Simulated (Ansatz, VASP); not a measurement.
One calculation of Ce, two programs

```
Ce
1.0
     0.00000    2.26493    2.26493
     2.26493    0.00000    2.26493
     2.26493    2.26493    0.00000
Ce
1
Direct
  0.00000 0.00000 0.00000
```

Alike in both runs: task single point; functional LDA; k mesh 7 × 7 × 7; occupations fermi-dirac, width 0.1 eV; no spin polarisation.

|  | VASP | Ansatz |
| --- | --- | --- |
| version | VASP 6.6.1 | Ansatz 0.2.0 |
| potentials or method | VASP PAW LDA potentials, release 64 (Ce), cutoff 500 eV | plane waves (420 eV) with PAW, scalar-relativistic |
| valence electrons in the cell | 12 | 12 |

|  | VASP | Ansatz | Ansatz less VASP |
| --- | --- | --- | --- |
| pressure (GPa) | -0.3 | 0.3 | +0.61 |

Ansatz warns that its potentials were made for another functional, while VASP's fit it. LDA's correlation is that of Perdew and Zunger in VASP and of Perdew and Wang (1992) in Ansatz.

Neither program's run includes spin-orbit coupling.
